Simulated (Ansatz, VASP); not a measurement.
Two plane-wave programs on Cd4SeS3

INCAR

```
PREC = Accurate
ENCUT = 520
EDIFF = 1E-6
ISMEAR = 0
SIGMA = 0.1
LREAL = F
LASPH = T
NELM = 80
ALGO = Normal
ISIF = 2
LWAVE = F
LCHARG = T
GGA = PE
LELF = T
LVHAR = T
NBANDS = 46
```

File KPOINTS:

```
Automatic mesh
0
Gamma
  4 4 1
```

Contents of POSCAR:

```
Cd4SeS3
1.0
    4.2418401000      0.0000000000      0.0000000000
    0.0000000000      4.2418401000      0.0000000000
    0.0000000000      0.0000000000     11.9614623000
Cd Se S
4 1 3
Direct
    0.5000000000      0.0000000000      0.6216120000
    0.0000000000      0.5000000000      0.8655710000
    0.5000000000      0.0000000000      0.1344290000
    0.0000000000      0.5000000000      0.3783880000
    0.0000000000      0.0000000000      0.0000000000
    0.5000000000      0.5000000000      0.2565630000
    0.0000000000      0.0000000000      0.5000000000
    0.5000000000      0.5000000000      0.7434370000
```

Input for Ansatz:

```yaml
crystal:
  lattice:
    - [4.2418401, 0.0, 0.0]
    - [0.0, 4.2418401, 0.0]
    - [0.0, 0.0, 11.9614623]
  atoms:
    - { symbol: Cd, position: [0.5, 0.0, 0.621612] }
    - { symbol: Cd, position: [0.0, 0.5, 0.865571] }
    - { symbol: Cd, position: [0.5, 0.0, 0.134429] }
    - { symbol: Cd, position: [0.0, 0.5, 0.378388] }
    - { symbol: Se, position: [0.0, 0.0, 0.0] }
    - { symbol: S, position: [0.5, 0.5, 0.256563] }
    - { symbol: S, position: [0.0, 0.0, 0.5] }
    - { symbol: S, position: [0.5, 0.5, 0.743437] }
basis:
  ecutwfc: 420
kpoints:
  mp_grid: { grid: [4, 4, 1] }
hamiltonian:
  xc: pbe
scf:
  occupations: { method: gaussian, width: 0.1 }
  lower_state_search: "off"
output:
  forces: true
  stress: true
  eigenvalues: true
```

Alike in both runs: task single point; functional PBE; k mesh 4 × 4 × 1; occupations gaussian, width 0.1 eV; no spin polarisation.

|  | VASP | Ansatz |
| --- | --- | --- |
| version | VASP 6.6.1 | Ansatz 0.2.0 |
| potentials or method | VASP PAW PBE potentials, release 64 (Cd, Se, S), cutoff 520 eV | scalar-relativistic, plane waves, PAW |
| valence electrons in the cell | 72 | 114 |

Ansatz gave:

- gap on the k mesh at the Fermi level (eV): 0.84
- least direct gap on the mesh (eV): 0.84
- pressure (GPa): 0.0
- traceless stress, the component that is largest in VASP (GPa): -0.07

Q: What did VASP give for the same quantities?

A: gap on the k mesh at the Fermi level (eV): 0.84; least direct gap on the mesh (eV): 0.84; pressure (GPa): 0.3; traceless stress, the component that is largest in VASP (GPa): -0.07.

VASP's potentials hold 72 valence electrons a cell and Ansatz's 114, so a difference there can come from the potentials and not from the codes.

The k mesh is coarse, so the values compare programs but aren't converged.
